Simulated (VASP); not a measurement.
# Se (P6_3/mmc) in VASP: a series of runs

Se is run at these levels: PBEsol; tasks: single point.

All numbers are computed with VASP 6.6.1; they aren't measurements. Logs are shortened: lines on timing, memory, paths and dates and some standing lists are left out, and cuts for length are marked.

### Step 1. The cell of the first run

The structure is hexagonal, space group P6_3/mmc (No. 194). Conventional cell: a = 2.416 Å, b = 2.416 Å, c = 3.718 Å, α = 90.00°, β = 90.00°, γ = 120.00°. Se (site symmetry -6m2) has 12 Se at 2.32 to 2.42 Å within 3.1 Å.

### Step 2. Single point, PBEsol

Input file INCAR:

```
SYSTEM = Se
PREC = Accurate ; ENCUT = 520
EDIFF = 1E-6 ; ISMEAR = -1
SIGMA = 0.08 ; LREAL = .FALSE.
LASPH = .TRUE. ; NELM = 100
ALGO = Normal ; ISIF = 2
LWAVE = .FALSE. ; LCHARG = .FALSE.
GGA = PS ; NBANDS = 13
```

Input file KPOINTS:

```
Automatic mesh
0
G
  18 18 10
  0 0 0
```

Input file POSCAR:

```
Se
1.0
    2.4161169815      0.0000000000      0.0000000000
   -1.2080584907      2.0924186845      0.0000000000
    0.0000000000      0.0000000000      3.7178361706
Se
2
Direct
    0.3333333333      0.6666666667      0.2500000000
    0.6666666667      0.3333333333      0.7500000000
```

Potentials or basis: VASP PAW PBE potentials, release 64 (Se).

Launch:

```sh
cat potpaw_PBE.64/Se/POTCAR > POTCAR
mpirun -np 1 vasp_std > vasp.out
```

OUTCAR:

```text
SYSTEM = Se
   PREC = Accurate
   ENCUT = 520
   EDIFF = 1E-6
   ISMEAR = -1
   LREAL = .FALSE.
   LASPH = .TRUE.
   NELM = 100
   ISIF = 2
   GGA = PS

 ion  position               nearest neighbor table
   1  0.333  0.667  0.250-   2 2.32   2 2.32   2 2.32   2 2.32   2 2.32   2 2.32
   2  0.667  0.333  0.750-   1 2.32   1 2.32   1 2.32   1 2.32   1 2.32   1 2.32

  LATTYP: Found a hexagonal cell.
 ALAT       =     2.4161169815
 C/A-ratio  =     1.5387649684

  Lattice vectors:

 A1 = (   2.4161169815,   0.0000000000,   0.0000000000)
 A2 = (  -1.2080584907,   2.0924186845,   0.0000000000)
 A3 = (   0.0000000000,   0.0000000000,   3.7178361706)

Analysis of symmetry for initial positions (statically):
=====================================================================
 Subroutine PRICEL returns:
 Original cell was already a primitive cell.

 Routine SETGRP: Setting up the symmetry group for a
 hexagonal supercell.

 Subroutine GETGRP returns: Found 24 space group operations
 (whereof 12 operations were pure point group operations)
 out of a pool of 24 trial point group operations.

The static configuration has the point symmetry D_3d.
 The point group associated with its full space group is D_6h.

Analysis of symmetry for dynamics (positions and initial velocities):
=====================================================================
 Subroutine PRICEL returns:
 Original cell was already a primitive cell.

 Routine SETGRP: Setting up the symmetry group for a
 hexagonal supercell.

 Subroutine GETGRP returns: Found 24 space group operations
 (whereof 12 operations were pure point group operations)
 out of a pool of 24 trial point group operations.

The dynamic configuration has the point symmetry D_3d.
 The point group associated with its full space group is D_6h.

 Subroutine INISYM returns: Found 24 space group operations
 (whereof 12 operations are pure point group operations),
 and found     1 'primitive' translations

----------------------------------------------------------------------------------------

                                     Primitive cell

  volume of cell :      18.7956

  direct lattice vectors                    reciprocal lattice vectors
     2.416116982  0.000000000  0.000000000     0.413887245  0.238957912  0.000000000
    -1.208058491  2.092418685  0.000000000     0.000000000  0.477915824  0.000000000
     0.000000000  0.000000000  3.717836171     0.000000000  0.000000000  0.268973659

  length of vectors
     2.416116982  2.416116981  3.717836171     0.477915824  0.477915824  0.268973659

  position of ions in fractional coordinates (direct lattice)
     0.333333333  0.666666667  0.250000000
     0.666666667  0.333333333  0.750000000

  ion indices of the primitive-cell ions
   primitive index   ion index
                 1           1
                 2           2

----------------------------------------------------------------------------------------

 KPOINTS: Automatic mesh

Automatic generation of k-mesh.
 Grid dimensions read from file:
 generate k-points for:   18   18   10

 Generating k-lattice:

  Cartesian coordinates                     Fractional coordinates (reciprocal lattice)
     0.022993736  0.013275440  0.000000000     0.055555556  0.000000000  0.000000000
     0.000000000  0.026550879  0.000000000     0.000000000  0.055555556  0.000000000
     0.000000000  0.000000000  0.026897366     0.000000000  0.000000000  0.100000000

  Length of vectors
     0.026550879  0.026550879  0.026897366

  Shift w.r.t. Gamma in fractional coordinates (k-lattice)
     0.000000000  0.000000000  0.000000000

 Subroutine IBZKPT returns following result:
 ===========================================

 Found    222 irreducible k-points:

 Following reciprocal coordinates:
            Coordinates               Weight
  0.000000  0.000000  0.000000      1.000000
  0.055556  0.000000  0.000000      6.000000
  0.111111  0.000000  0.000000      6.000000
  0.166667  0.000000  0.000000      6.000000
  0.222222  0.000000  0.000000      6.000000
  0.277778  0.000000  0.000000      6.000000
[... 16 lines left out ...]
  0.333333  0.111111  0.000000     12.000000
  0.388889  0.111111  0.000000     12.000000
 [... further k-points ...]
   k-points           NKPTS =    222   k-points in BZ     NKDIM =    222   number of bands    NBANDS=     13
   number of dos      NEDOS =    301   number of ions     NIONS =      2
   total plane-waves  NPLWV =   9072
   dimension x,y,z NGX =    18 NGY =   18 NGZ =   28
   dimension x,y,z NGXF=    36 NGYF=   36 NGZF=   56
   ions per type =               2
   NGX,Y,Z   is equivalent  to a cutoff of  12.39, 12.39, 12.52 a.u.
   NGXF,Y,Z  is equivalent  to a cutoff of  24.77, 24.77, 25.04 a.u.
 SYSTEM =  Se
   PREC   = accura    normal or accurate (medium, high low for compatibility)
   ISTART =      0    job   : 0-new  1-cont  2-samecut
   ICHARG =      2    charge: 1-file 2-atom 10-const
   ISPIN  =      1    spin polarized calculation?
   LNONCOLLINEAR =      F non collinear calculations
   LSORBIT =      F    spin-orbit coupling
   LASPH  =      T    aspherical Exc in radial PAW
   ENCUT  =  520.0 eV  38.22 Ry    6.18 a.u.   4.49  4.49  6.91*2*pi/ulx,y,z
   NELM   =    100;   NELMIN=  2; NELMDL= -5     # of ELM steps
   EDIFF  = 0.1E-05   stopping-criterion for ELM
   LREAL  =      F    real-space projection
   EDIFFG = 0.1E-04   stopping-criterion for IOM
   NSW    =      0    number of steps for IOM
   IBRION =     -1    ionic relax: 0-MD 1-quasi-New 2-CG
   NFREE  =      0    steps in history (QN), initial steepest desc. (CG)
   ISIF   =      2    stress and relaxation
   ISYM   =      2    0-nonsym 1-usesym 2-fastsym
   POTIM  = 0.5000    time-step for ionic-motion
   TEBEG  =    0.0;   TEEND  =   0.0 temperature during run
   PSTRESS=    0.0 pullay stress
   NELECT =      12.0000    total number of electrons
   NUPDOWN=      -1.0000    fix difference up-down
   EMIN   =  10.00;   EMAX   =-10.00  energy-range for DOS
   EFERMI =   0.00;   METHOD = LEGACY
   ISMEAR =    -1;   SIGMA  =   0.08  broadening in eV -4-tet -1-fermi 0-gaus
   EFERMI_NEDOS =   21; number of points for ismear=-14 and -15
   IALGO  =     38    algorithm
   IMIX   =      4    mixing-type and parameters
     AMIX     =   0.40;   BMIX     =  1.00
     AMIX_MAG =   1.60;   BMIX_MAG =  1.00
  volume/ion in A,a.u.               =       9.40        63.42
  Fermi-wavevector in a.u.,A,eV,Ry     =   1.409666  2.663883 27.036940  1.987159
  Thomas-Fermi vector in A             =   2.531699
   LORBIT       =      0    0 simple, 1 ext, 2 COOP (PROOUT), +10 PAW based schemes
   GGA     = PS    functional components
   LHFCALC =     F    Hartree Fock is set to
   AEXX    =    0.0000 exact exchange contribution
   IVDW    =     0    specifies the selected vdW correction
   LEPSILON=     F    determine dielectric tensor
   LRPA    =     F    only Hartree local field effects (RPA)
 non-spin polarized calculation
  energy-cutoff  :      520.00
  volume of cell :       18.80
 maximum number of plane-waves:       524
 NGX is ok and might be reduce to    18
   NGX =  9   NGY =  9   NGZ = 13

 number of electron      12.0000001 magnetization

 Free energy of the ion-electron system (eV)
  ---------------------------------------------------
  ext. energy  EPLUGINS =         0.00000000
  ---------------------------------------------------
  free energy    TOTEN  =         2.97663332 eV

  energy without entropy =        2.98718479  energy(sigma->0) =        2.98190905

 E-fermi :  18.6065     XC(G=0): -14.4666

 val. band max:       18.5869586698   @ k =   0.2222   0.0000   0.2000
 cond. band min:      18.6235582085   @ k =   0.2778   0.1667   0.1000
 fundamental gap:      0.0365995387
 Fermi energy:        18.6065045629

 k-point     1 :       0.0000    0.0000    0.0000
  band No.  band energies     occupation
      1      -8.3188      2.00000
      2       2.4303      2.00000
      3       3.0484      2.00000
      4      22.3023      0.00000
      5      22.3023      0.00000
      6      25.7241      0.00000
      7      25.7241      0.00000
      8      29.3795      0.00000
      9      30.1025      0.00000
     10      30.5709      0.00000
     11      33.1609      0.00000
     12      33.1609      0.00000
     13      35.9612      0.00000

 k-point     2 :       0.0556    0.0000    0.0000
  band No.  band energies     occupation
      1      -8.2120      2.00000
      2       2.5313      2.00000
      3       3.1578      2.00000
      4      20.9463      0.00000
      5      21.6762      0.00000
      6      25.3402      0.00000
      7      26.2951      0.00000
      8      29.6255      0.00000
      9      29.9944      0.00000
     10      30.7533      0.00000
     11      32.6866      0.00000
     12      32.9810      0.00000
     13      34.8827      0.00000

 k-point     3 :       0.1111    0.0000    0.0000
  band No.  band energies     occupation
      1      -7.8918      2.00000
      2       2.8343      2.00000
      3       3.4851      2.00000
      4      18.2903      1.96230
      5      20.4802      0.00000
      6      24.3088      0.00000
      7      27.0789      0.00000
      8      28.1392      0.00000
      9      28.5140      0.00000
     10      31.8585      0.00000
     11      32.3797      0.00000
     12      33.6279      0.00000
     13      34.1649      0.00000
[... 305 lines left out ...]
 k-point    23 :       0.3333    0.1111    0.0000
  band No.  band energies     occupation
      1      -2.7989      2.00000
      2       4.9327      2.00000
      3       7.8628      2.00000
      4       8.4711      2.00000
      5      12.5533      2.00000
      6      15.2917      2.00000
      7      16.5871      2.00000
      8      22.0560      0.00000
      9      25.0349      0.00000
     10      25.1802      0.00000
     11      34.9882      0.00000
     12      35.2225      0.00000
     13      39.0072      0.00000

 k-point    24 :       0.3889    0.1111    0.0000
  band No.  band energies     occupation
      1      -1.2703      2.00000
      2       2.8517      2.00000
      3       9.3147      2.00000
      4       9.7829      2.00000
      5      12.1081      2.00000
      6      13.3154      2.00000
      7      14.7632      2.00000
      8      21.7499      0.00000
      9      24.7496      0.00000
     10      24.8321      0.00000
     11      34.9690      0.00000
     12      35.0374      0.00000
     13      41.1862      0.00000

 [... further k-points ...]

------------------------ aborting loop because EDIFF is reached ----------------------------------------

  FORCE on cell =-STRESS in cart. coord.  units (eV):
  Direction    XX          YY          ZZ          XY          YZ          ZX
  --------------------------------------------------------------------------------------
  -------------------------------------------------------------------------------------
  Total       34.7850775     34.7850775     34.8899056      0.0000000      0.0000000      0.0000000
  in kB     2965.1506429   2965.1506429   2974.0864038      0.0000001      0.0000000      0.0000000
  external PRESSURE =    2968.1292299 kB  Pullay stress =       0.0000000 kB

 VOLUME and BASIS-vectors are now :
 -----------------------------------------------------------------------------
  energy-cutoff  :      520.00
  volume of cell :       18.80
      direct lattice vectors                 reciprocal lattice vectors
     2.416116982  0.000000000  0.000000000     0.413887245  0.238957912  0.000000000
    -1.208058491  2.092418685  0.000000000     0.000000000  0.477915824  0.000000000
     0.000000000  0.000000000  3.717836171     0.000000000  0.000000000  0.268973659

 POSITION                                       TOTAL-FORCE (eV/Angst)
 -----------------------------------------------------------------------------------
     -0.00000      1.39495      0.92946         0.000000     -0.000000      0.000000
      1.20806      0.69747      2.78838        -0.000000      0.000000      0.000000
 -----------------------------------------------------------------------------------
    total drift:                               -0.000000      0.000000      0.000000

  FREE ENERGIE OF THE ION-ELECTRON SYSTEM (eV)
  ---------------------------------------------------
  free  energy   TOTEN  =         2.9766333163 eV

  energy  without entropy=        2.9871847913  energy(sigma->0) =        2.98190905
```

Wall time 22 s (1 thread of AMD EPYC 9R14 (Zen 4), shared host); peak memory 0.13 GiB.

What came out:

- Free energy: 2.9766 eV
- Pressure: 296.8 GPa
- Band gap on the k mesh: zero (band 6 reaches 25.73 eV, above the bottom of band 7 at 13.51 eV)

Stress tensor (GPa, compression positive):
```
296.52   0.00   0.00
  0.00 296.52   0.00
  0.00   0.00 297.41
```

Caveat: the PAW data sets were made with another functional, which shifts forces and pressure a little.

### Step 3. Single point, PBEsol

Input file INCAR:

```
PREC = Accurate
ENCUT = 520
EDIFF = 1E-6
ISMEAR = -1
SIGMA = 0.08
LREAL = F
LASPH = T
NELM = 100
ALGO = Normal
ISIF = 2
LWAVE = F
LCHARG = F
GGA = PS
NBANDS = 13
```

Input file KPOINTS:

```
Automatic mesh
0
Gamma
  18 18 10
```

Input file POSCAR:

```
Se
1.0
    2.4164270766      0.0000000000      0.0000000000
   -1.2082135383      2.0926872347      0.0000000000
    0.0000000000      0.0000000000      3.7178632084
Se
2
Direct
    0.3333333333      0.6666666667      0.2500000000
    0.6666666667      0.3333333333      0.7500000000
```

Potentials or basis: VASP PAW PBE potentials, release 64 (Se).

Launch:

```sh
cat potpaw_PBE.64/Se/POTCAR > POTCAR
mpirun -np 1 vasp_std > vasp.out
```

Wall time 23 s (1 thread of AMD EPYC 9R14 (Zen 4), shared host); peak memory 0.13 GiB.

The run converged. Its results:

```
Free energy            : 2.9675 eV
Pressure               : 296.5 GPa
Band gap on the k mesh : zero (band 6 reaches 25.72 eV, above the bottom of band 7 at 13.51 eV)
```

Stress tensor (GPa, compression positive):
```
296.21   0.00   0.00
  0.00 296.21   0.00
  0.00   0.00 297.19
```

Levels at points of the mesh, in eV from the Fermi level:
| k point | band 3 | band 4 | band 5 | band 6 | band 7 | band 8 | band 9 | band 10 |
| --- | --- | --- | --- | --- | --- | --- | --- | --- |
| (0.00, 0.00, 0.00) | -15.55 | 3.69 | 3.69 | 7.11 | 7.11 | 10.77 | 11.49 | 11.96 |
| (0.50, 0.00, 0.00) | -8.40 | -7.93 | -7.74 | -4.92 | -3.14 | 2.32 | 5.61 | 10.68 |
| (0.00, 0.00, 0.50) | -2.39 | -2.39 | 5.85 | 5.85 | 5.85 | 5.85 | 11.89 | 11.89 |
| (0.50, 0.00, 0.50) | -14.59 | -14.59 | -0.32 | -0.32 | 2.45 | 2.45 | 5.94 | 5.94 |

Caveat: the PAW data sets were made with another functional, which shifts forces and pressure a little.
